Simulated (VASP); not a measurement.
# Si (Fd-3m) in VASP: single point with PBEsol

Aim: the single point of Si with PBEsol.

Program: VASP 6.6.1. These are calculated values, not measurements. Logs are shortened: lines on timing, memory, paths and dates and some standing lists are left out, and cuts for length are marked.

## (1) The cell of the first run

The structure is cubic, space group Fd-3m (No. 227). Conventional cell: a = 5.433 Å, b = 5.433 Å, c = 5.433 Å, α = 90.00°, β = 90.00°, γ = 90.00°. Si (site symmetry -43m) has 4 Si at 2.35 Å within 3.1 Å.

## (2) Single point, PBEsol

Input file INCAR:

```
  PREC = Accurate
  ENCUT = 500
  EDIFF = 1E-6
  ISMEAR = 0
  SIGMA = 0.02
  LREAL = False
  LASPH = True
  NELM = 120
  ALGO = Normal
  ISIF = 2
  LWAVE = False
  LCHARG = True
  GGA = PS
  LELF = True
  LVHAR = True
  NBANDS = 11
  GGA_COMPAT = False
```

Input file KPOINTS:

```
Automatic mesh
0
Gamma
  6 6 6
```

Input file POSCAR:

```
Si
1.0
    0.0000000000      2.7167270376      2.7167270376
    2.7167270376      0.0000000000      2.7167270376
    2.7167270376      2.7167270376      0.0000000000
Si
2
Direct
    0.5000000000      0.5000000000      0.5000000000
    0.7500000000      0.7500000000      0.7500000000
```

Potentials or basis: VASP PAW PBE potentials, release 64 (Si).

The run is started by

```bash
cat potpaw_PBE.64/Si/POTCAR > POTCAR
mpirun -np 1 vasp_std > vasp.out
```

OUTCAR:

```text
PREC = Accurate
   ENCUT = 500
   EDIFF = 1E-6
   ISMEAR = 0
   LREAL = False
   LASPH = True
   NELM = 120
   ISIF = 2
   GGA = PS

 ion  position               nearest neighbor table
   1  0.500  0.500  0.500-   2 2.35   2 2.35   2 2.35   2 2.35
   2  0.750  0.750  0.750-   1 2.35   1 2.35   1 2.35   1 2.35

  LATTYP: Found a face centered cubic cell.
 ALAT       =     5.4334540752

  Lattice vectors:

 A1 = (   0.0000000000,   2.7167270376,   2.7167270376)
 A2 = (   2.7167270376,   0.0000000000,   2.7167270376)
 A3 = (   2.7167270376,   2.7167270376,   0.0000000000)

Analysis of symmetry for initial positions (statically):
=====================================================================
 Subroutine PRICEL returns:
 Original cell was already a primitive cell.

 Routine SETGRP: Setting up the symmetry group for a
 face centered cubic supercell.

 Subroutine GETGRP returns: Found 48 space group operations
 (whereof 24 operations were pure point group operations)
 out of a pool of 48 trial point group operations.

The static configuration has the point symmetry T_d .
 The point group associated with its full space group is O_h .

Analysis of symmetry for dynamics (positions and initial velocities):
=====================================================================
 Subroutine PRICEL returns:
 Original cell was already a primitive cell.

 Routine SETGRP: Setting up the symmetry group for a
 face centered cubic supercell.

 Subroutine GETGRP returns: Found 48 space group operations
 (whereof 24 operations were pure point group operations)
 out of a pool of 48 trial point group operations.

The dynamic configuration has the point symmetry T_d .
 The point group associated with its full space group is O_h .

 Subroutine INISYM returns: Found 48 space group operations
 (whereof 24 operations are pure point group operations),
 and found     1 'primitive' translations

----------------------------------------------------------------------------------------

                                     Primitive cell

  volume of cell :      40.1022

  direct lattice vectors                    reciprocal lattice vectors
     0.000000000  2.716727038  2.716727038    -0.184044990  0.184044990  0.184044990
     2.716727038  0.000000000  2.716727038     0.184044990 -0.184044990  0.184044990
     2.716727038  2.716727038  0.000000000     0.184044990  0.184044990 -0.184044990

  length of vectors
     3.842032222  3.842032222  3.842032222     0.318775273  0.318775273  0.318775273

  position of ions in fractional coordinates (direct lattice)
     0.500000000  0.500000000  0.500000000
     0.750000000  0.750000000  0.750000000

  ion indices of the primitive-cell ions
   primitive index   ion index
                 1           1
                 2           2

----------------------------------------------------------------------------------------

 KPOINTS: Automatic mesh

Automatic generation of k-mesh.
 Grid dimensions read from file:
 generate k-points for:    6    6    6

 Generating k-lattice:

  Cartesian coordinates                     Fractional coordinates (reciprocal lattice)
    -0.030674165  0.030674165  0.030674165     0.166666667  0.000000000  0.000000000
     0.030674165 -0.030674165  0.030674165     0.000000000  0.166666667  0.000000000
     0.030674165  0.030674165 -0.030674165     0.000000000  0.000000000  0.166666667

  Length of vectors
     0.053129212  0.053129212  0.053129212

  Shift w.r.t. Gamma in fractional coordinates (k-lattice)
     0.000000000  0.000000000  0.000000000

 Subroutine IBZKPT returns following result:
 ===========================================

 Found     16 irreducible k-points:

 Following reciprocal coordinates:
            Coordinates               Weight
  0.000000  0.000000  0.000000      1.000000
  0.166667  0.000000  0.000000      8.000000
  0.333333  0.000000  0.000000      8.000000
  0.500000  0.000000  0.000000      4.000000
  0.166667  0.166667  0.000000      6.000000
  0.333333  0.166667  0.000000     24.000000
[... 8 lines left out ...]
 -0.333333  0.333333  0.166667     24.000000
 -0.333333  0.500000  0.166667     12.000000
   k-points           NKPTS =     16   k-points in BZ     NKDIM =     16   number of bands    NBANDS=     11
   number of dos      NEDOS =    301   number of ions     NIONS =      2
   total plane-waves  NPLWV =  21952
   dimension x,y,z NGX =    28 NGY =   28 NGZ =   28
   dimension x,y,z NGXF=    56 NGYF=   56 NGZF=   56
   ions per type =               2
   NGX,Y,Z   is equivalent  to a cutoff of  12.12, 12.12, 12.12 a.u.
   NGXF,Y,Z  is equivalent  to a cutoff of  24.23, 24.23, 24.23 a.u.
 SYSTEM =  unknown system
   PREC   = accura    normal or accurate (medium, high low for compatibility)
   ISTART =      0    job   : 0-new  1-cont  2-samecut
   ICHARG =      2    charge: 1-file 2-atom 10-const
   ISPIN  =      1    spin polarized calculation?
   LNONCOLLINEAR =      F non collinear calculations
   LSORBIT =      F    spin-orbit coupling
   LASPH  =      T    aspherical Exc in radial PAW
   ENCUT  =  500.0 eV  36.75 Ry    6.06 a.u.   7.00  7.00  7.00*2*pi/ulx,y,z
   NELM   =    120;   NELMIN=  2; NELMDL= -5     # of ELM steps
   EDIFF  = 0.1E-05   stopping-criterion for ELM
   LREAL  =      F    real-space projection
   EDIFFG = 0.1E-04   stopping-criterion for IOM
   NSW    =      0    number of steps for IOM
   IBRION =     -1    ionic relax: 0-MD 1-quasi-New 2-CG
   NFREE  =      0    steps in history (QN), initial steepest desc. (CG)
   ISIF   =      2    stress and relaxation
   ISYM   =      2    0-nonsym 1-usesym 2-fastsym
   POTIM  = 0.5000    time-step for ionic-motion
   TEBEG  =    0.0;   TEEND  =   0.0 temperature during run
   PSTRESS=    0.0 pullay stress
   NELECT =       8.0000    total number of electrons
   NUPDOWN=      -1.0000    fix difference up-down
   EMIN   =  10.00;   EMAX   =-10.00  energy-range for DOS
   EFERMI =   0.00;   METHOD = LEGACY
   ISMEAR =     0;   SIGMA  =   0.02  broadening in eV -4-tet -1-fermi 0-gaus
   EFERMI_NEDOS =   21; number of points for ismear=-14 and -15
   IALGO  =     38    algorithm
   IMIX   =      4    mixing-type and parameters
     AMIX     =   0.40;   BMIX     =  1.00
     AMIX_MAG =   1.60;   BMIX_MAG =  1.00
  volume/ion in A,a.u.               =      20.05       135.31
  Fermi-wavevector in a.u.,A,eV,Ry     =   0.956567  1.807650 12.449614  0.915021
  Thomas-Fermi vector in A             =   2.085507
   LORBIT       =      0    0 simple, 1 ext, 2 COOP (PROOUT), +10 PAW based schemes
   GGA     = PS    functional components
   LHFCALC =     F    Hartree Fock is set to
   AEXX    =    0.0000 exact exchange contribution
   IVDW    =     0    specifies the selected vdW correction
   LEPSILON=     F    determine dielectric tensor
   LRPA    =     F    only Hartree local field effects (RPA)
 non-spin polarized calculation
 Gauss-broadening in eV      SIGMA  =   0.02
  energy-cutoff  :      500.00
  volume of cell :       40.10
 maximum number of plane-waves:      1034
   NGX = 13   NGY = 13   NGZ = 13

 number of electron       8.0000001 magnetization

 Free energy of the ion-electron system (eV)
  ---------------------------------------------------
  ext. energy  EPLUGINS =         0.00000000
  ---------------------------------------------------
  free energy    TOTEN  =       -11.46760495 eV

  energy without entropy =      -11.46760495  energy(sigma->0) =      -11.46760495

 E-fermi :   5.9456     XC(G=0):  -9.5439

 val. band max:        5.7832731750   @ k =   0.0000   0.0000   0.0000
 cond. band min:       6.3705885020   @ k =   0.5000   0.5000   0.0000
 fundamental gap:      0.5873153270
 Fermi energy:         5.9456063538

 k-point     1 :       0.0000    0.0000    0.0000
  band No.  band energies     occupation
      1      -6.1988      2.00000
      2       5.7833      2.00000
      3       5.7833      2.00000
      4       5.7833      2.00000
      5       8.2960      0.00000
      6       8.2960      0.00000
      7       8.2960      0.00000
      8       9.0901      0.00000
      9      13.4664      0.00000
     10      13.4664      0.00000
     11      13.4838      0.00000

 k-point     2 :       0.1667    0.0000    0.0000
  band No.  band energies     occupation
      1      -5.8365      2.00000
      2       3.3841      2.00000
      3       5.3283      2.00000
      4       5.3283      2.00000
      5       8.0658      0.00000
      6       8.9469      0.00000
      7       8.9469      0.00000
      8      11.1746      0.00000
      9      12.8021      0.00000
     10      12.8021      0.00000
     11      14.6429      0.00000

 k-point     3 :       0.3333    0.0000    0.0000
  band No.  band energies     occupation
      1      -4.8166      2.00000
      2       0.4198      2.00000
      3       4.7776      2.00000
      4       4.7776      2.00000
      5       7.4680      0.00000
      6       9.2280      0.00000
      7       9.2280      0.00000
      8      13.4829      0.00000
      9      13.7029      0.00000
     10      13.7029      0.00000
     11      14.7450      0.00000

 k-point     4 :       0.5000    0.0000    0.0000
  band No.  band energies     occupation
      1      -3.8520      2.00000
      2      -1.2273      2.00000
      3       4.5802      2.00000
      4       4.5802      2.00000
      5       7.2412      0.00000
      6       9.0523      0.00000
      7       9.0523      0.00000
      8      13.2895      0.00000
      9      16.2863      0.00000
     10      16.2863      0.00000
     11      16.9926      0.00000
[... 127 lines left out ...]
 k-point    14 :       0.5000    0.3333    0.1667
  band No.  band energies     occupation
      1      -3.9011      2.00000
      2       0.1331      2.00000
      3       2.1675      2.00000
      4       3.4605      2.00000
      5       8.5545      0.00000
      6       9.3891      0.00000
      7       9.9554      0.00000
      8      12.7967      0.00000
      9      14.7213      0.00000
     10      15.6060      0.00000
     11      18.7262      0.00000

 k-point    15 :      -0.3333    0.3333    0.1667
  band No.  band energies     occupation
      1      -2.9080      2.00000
      2      -1.0744      2.00000
      3       1.7247      2.00000
      4       2.9863      2.00000
      5       9.0391      0.00000
      6       9.2669      0.00000
      7      11.7960      0.00000
      8      12.2315      0.00000
      9      13.2835      0.00000
     10      16.8214      0.00000
     11      17.6634      0.00000

 k-point    16 :      -0.3333    0.5000    0.1667
  band No.  band energies     occupation
      1      -1.9187      2.00000
      2      -1.9187      2.00000
      3       2.0914      2.00000
      4       2.0914      2.00000
      5       8.4356      0.00000
      6       8.4356      0.00000
      7      12.4755      0.00000
      8      12.4755      0.00000
      9      16.3019      0.00000
     10      16.3019      0.00000
     11      18.6715      0.00000

------------------------ aborting loop because EDIFF is reached ----------------------------------------

  FORCE on cell =-STRESS in cart. coord.  units (eV):
  Direction    XX          YY          ZZ          XY          YZ          ZX
  --------------------------------------------------------------------------------------
  -------------------------------------------------------------------------------------
  Total        0.0489521      0.0489521      0.0489521      0.0000000     -0.0000000      0.0000000
  in kB        1.9557515      1.9557515      1.9557515      0.0000000     -0.0000000      0.0000000
  external PRESSURE =       1.9557515 kB  Pullay stress =       0.0000000 kB

 VOLUME and BASIS-vectors are now :
 -----------------------------------------------------------------------------
  energy-cutoff  :      500.00
  volume of cell :       40.10
      direct lattice vectors                 reciprocal lattice vectors
     0.000000000  2.716727038  2.716727038    -0.184044990  0.184044990  0.184044990
     2.716727038  0.000000000  2.716727038     0.184044990 -0.184044990  0.184044990
     2.716727038  2.716727038  0.000000000     0.184044990  0.184044990 -0.184044990

 POSITION                                       TOTAL-FORCE (eV/Angst)
 -----------------------------------------------------------------------------------
      2.71673      2.71673      2.71673        -0.000000     -0.000000     -0.000000
      4.07509      4.07509      4.07509         0.000000      0.000000      0.000000
 -----------------------------------------------------------------------------------
    total drift:                                0.000000      0.000000     -0.000000

  FREE ENERGIE OF THE ION-ELECTRON SYSTEM (eV)
  ---------------------------------------------------
  free  energy   TOTEN  =       -11.4676049462 eV

  energy  without entropy=      -11.4676049462  energy(sigma->0) =      -11.46760495
```

Wall time 15 s (1 thread of AMD EPYC 7R13, shared host); peak memory 0.12 GiB.

What came out:

| Item | Value |
| --- | --- |
| Free energy | -11.4676 eV |
| Pressure | 0.2 GPa |
| Band gap on the k mesh | 0.59 eV, indirect (least direct gap 2.51 eV) |

Levels at points of the mesh, in eV from the valence-band top:
| k point | band 1 | band 2 | band 3 | band 4 | band 5 | band 6 | band 7 | band 8 |
| --- | --- | --- | --- | --- | --- | --- | --- | --- |
| (0.00, 0.00, 0.00) | -11.98 | 0.00 | 0.00 | 0.00 | 2.51 | 2.51 | 2.51 | 3.31 |
| (0.50, 0.00, 0.00) | -9.64 | -7.01 | -1.20 | -1.20 | 1.46 | 3.27 | 3.27 | 7.51 |
| (0.50, 0.50, 0.00) | -7.83 | -7.83 | -2.87 | -2.87 | 0.59 | 0.59 | 10.05 | 10.05 |

Caveat: the PAW data sets were made with another functional, which shifts forces and pressure a little. A k mesh can miss the band edges.
